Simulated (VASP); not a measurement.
**BeAl15HN16 (a cell with a defect): electric field gradients with PBE**

BeAl15HN16 (a cell with a defect):

```
CELL_PARAMETERS angstrom
6.25951 0.00000 0.00000
-3.12976 5.42090 0.00000
0.00000 0.00000 10.03481
ATOMIC_POSITIONS crystal
Al 0.33157 0.16841 0.25757
Al 0.32902 0.17103 0.74771
Al 0.16414 0.33589 0.00246
Al 0.33099 0.66937 0.25731
Al 0.16467 0.83637 0.50168
Al 0.32864 0.66414 0.74750
Al 0.16481 0.83639 0.00063
Al 0.83074 0.16913 0.25735
Al 0.66361 0.33534 0.50167
Al 0.83584 0.17134 0.74749
Al 0.66362 0.33518 0.00062
Al 0.83090 0.66918 0.25154
Al 0.66351 0.83653 0.50178
Al 0.83099 0.66895 0.75085
Al 0.66373 0.83627 0.00073
Be 0.16598 0.33388 0.50813
N 0.32310 0.17678 0.44751
N 0.16576 0.33431 0.19145
N 0.32935 0.17066 0.93975
N 0.16575 0.33420 0.68721
N 0.32169 0.65649 0.44750
N 0.16234 0.83277 0.18948
N 0.32926 0.66988 0.93971
N 0.16477 0.83404 0.69225
N 0.84362 0.17844 0.44755
N 0.66712 0.33762 0.18949
N 0.83009 0.17066 0.93970
N 0.66594 0.33515 0.69223
N 0.82931 0.67067 0.44119
N 0.66690 0.83330 0.18973
N 0.82954 0.67036 0.94052
N 0.66581 0.83411 0.69222
H 0.50048 0.99954 0.34574
```

```yaml
Program: VASP 6.6.1
Task: electric field gradients
Functional: PBE
Potentials_or_basis: VASP PAW PBE potentials, release 64 (Al, Be, N, H)
Cutoff: 520 eV
k_mesh: 1 × 1 × 1, shifted
Occupations: gaussian, width 0.01 eV
Spin: collinear spin
Fixed_moment: 1 μB
Dipole_correction: no
Charge: -1
Further_INCAR_settings: LREAL = Auto; ALGO = Normal; EDIFF = 1e-08; NBANDS = 90; NELECT = 129.0
```

```json
{
  "Largest force": "0.265 eV/Å",
  "Net moment": "1.00 μB per cell",
  "Site moments": "Al -0.00, +0.00 (each value once); Be +0.04; N +0.07, +0.00, +0.01, +0.08, +0.03, -0.00, +0.04 (each value once); H +0.24 μB",
  "Largest electric field gradient by atom": "Al -9.7, -10.8, -5.0, -8.9, -6.4, +9.1, +3.4, -9.0, -6.3, +3.3, +2.4, +4.0, -3.1 (each value once); Be +1.5; N -8.8, -10.5, +10.4, -6.7, -8.6, -9.2, +10.3, -5.3, -6.6, -9.5 (each value once); H -1.3 V/Å²",
  "Valence electrons inside the program's atomic spheres": "Al 0.79, 0.81, 0.82, 0.80 (each value once); Be 1.03; N 3.80, 3.83, 3.84, 3.79, 3.85 (each value once); H 0.51"
}
```

Forces in eV/Å, atoms in the order of the input:
```
Al   0.096 -0.057 -0.008
Al   0.124 -0.077  0.008
Al  -0.125  0.068  0.003
Al   0.102 -0.061  0.019
Al  -0.116  0.036  0.020
Al   0.114 -0.068 -0.001
Al  -0.114  0.050 -0.003
Al   0.100 -0.057  0.017
Al  -0.093  0.080  0.019
Al   0.118 -0.070  0.001
Al  -0.101  0.069  0.002
Al   0.125 -0.079  0.013
Al  -0.139  0.080 -0.022
Al   0.129 -0.074  0.003
Al  -0.126  0.072 -0.002
Be  -0.131  0.079  0.006
N    0.115 -0.061 -0.014
N   -0.156  0.090 -0.003
N    0.176 -0.102 -0.001
N   -0.177  0.105  0.018
N    0.259 -0.022 -0.019
N   -0.146  0.094  0.022
N    0.183 -0.100 -0.003
N   -0.180  0.106  0.000
N    0.148 -0.219 -0.024
N   -0.145  0.087  0.022
N    0.178 -0.102 -0.003
N   -0.185  0.108  0.002
N    0.164 -0.093 -0.010
N   -0.154  0.084 -0.055
N    0.168 -0.093  0.000
N   -0.180  0.107 -0.010
H   -0.033  0.019  0.003
```

Electric field gradients, principal values (V/Å²):
```tsv
atom	least	middle	greatest (by size)
1 Al	1.495	8.190	-9.686
2 Al	1.881	8.918	-10.799
3 Al	0.590	4.375	-4.964
4 Al	2.435	6.513	-8.948
5 Al	1.849	4.512	-6.362
6 Al	-0.767	-8.287	9.054
7 Al	-0.497	-2.886	3.383
8 Al	2.439	6.517	-8.956
9 Al	1.788	4.553	-6.341
10 Al	-0.735	-8.338	9.072
11 Al	-0.467	-2.844	3.311
12 Al	-0.289	-2.078	2.366
13 Al	-1.959	-2.035	3.994
14 Al	0.985	2.097	-3.082
15 Al	-0.467	-1.950	2.417
16 Be	-0.059	-1.463	1.522
17 N	2.309	6.529	-8.838
18 N	4.617	5.838	-10.455
19 N	3.747	5.051	-8.798
20 N	3.451	5.302	-8.753
21 N	-0.353	-10.044	10.397
22 N	1.320	5.371	-6.691
23 N	3.497	5.138	-8.635
24 N	3.054	6.180	-9.234
25 N	-0.296	-10.016	10.312
26 N	1.329	5.349	-6.678
27 N	3.503	5.138	-8.641
28 N	3.046	6.183	-9.228
29 N	1.873	3.407	-5.281
30 N	0.195	6.428	-6.623
31 N	3.993	5.543	-9.536
32 N	4.488	4.715	-9.204
33 H	0.564	0.760	-1.325
```

Run time: 15 min on 1 thread of Intel(R) Xeon(R) Platinum 8259CL CPU @ 2.50GHz (Skylake/Cascade Lake), on a shared host, peak memory 0.71 GiB.

Caveat: the k points lie up to 0.58 Å⁻¹ apart; the cell carries a net charge on a neutralising background, which shifts energy and pressure; without QUAD_EFG the Cq values of the log hold for a quadrupole moment of 1 mb, not for the nuclei; the total moment is fixed, so each spin has its own Fermi level and the state may be an excited one.
